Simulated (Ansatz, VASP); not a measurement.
# CdS: VASP beside Ansatz

File INCAR:

```
SYSTEM = CdS
PREC     = Accurate       ! precision mode
ENCUT    = 500            ! plane-wave cutoff, eV
EDIFF    = 1E-6           ! SCF threshold, eV
ISMEAR   = -1             ! smearing method
SIGMA    = 0.02           ! smearing width, eV
LREAL    = .FALSE.        ! projectors in reciprocal space
LASPH    = .TRUE.         ! aspherical terms in the spheres
NELM     = 120            ! most SCF steps
ALGO     = Normal         ! electronic algorithm
ISIF     = 2              ! what is computed and relaxed
LWAVE    = .FALSE.        ! write WAVECAR
LCHARG   = .FALSE.        ! write CHGCAR
GGA      = PE             ! functional
NBANDS   = 16             ! bands
GGA_COMPAT= .FALSE.
```

KPOINTS

```
Automatic mesh
0
G
  4 4 4
  0 0 0
```

POSCAR

```
CdS
1.0
    0.0000000000      2.9165000000      2.9165000000
    2.9165000000      0.0000000000      2.9165000000
    2.9165000000      2.9165000000      0.0000000000
Cd S
1 1
Direct
    0.0000000000      0.0000000000      0.0000000000
    0.7500000000      0.7500000000      0.7500000000
```

Contents of input.yaml:

```yaml
crystal:
  lattice:
    - [0.0, 2.9165, 2.9165]
    - [2.9165, 0.0, 2.9165]
    - [2.9165, 2.9165, 0.0]
  atoms:
    - { symbol: Cd, position: [0.0, 0.0, 0.0] }
    - { symbol: S, position: [0.75, 0.75, 0.75] }
kpoints:
  mp_grid: { grid: [4, 4, 4] }
scf:
  occupations: { method: fermi_dirac, width: 0.02 }
hamiltonian:
  xc: pbe
  pseudopotentials: { kind: all_electron, lapw: { basis_error: 0.004 } }
output:
  forces: true
  stress: true
  eigenvalues: true
```

Alike in both runs: task single point; functional PBE; k mesh 4 × 4 × 4; occupations fermi-dirac, width 0.02 eV; no spin polarisation.

|  | VASP | Ansatz |
| --- | --- | --- |
| version | VASP 6.6.1 | Ansatz 0.2.0 |
| potentials or method | VASP PAW PBE potentials, release 64 (Cd, S), cutoff 500 eV | all-electron LAPW, scalar-relativistic |

Ansatz gave:

| Property | Result |
| --- | --- |
| gap on the k mesh at the Fermi level (eV) | 1.13 |
| least direct gap on the mesh (eV) | 1.13 |
| pressure (GPa) | 3.0 |

Problem. Which values does VASP return?

Solution. gap on the k mesh at the Fermi level (eV): 1.14; least direct gap on the mesh (eV): 1.14; pressure (GPa): 3.4.

Ansatz ran all-electron here, and VASP with PAW potentials.

The k mesh is coarse, so the values compare programs but aren't converged.
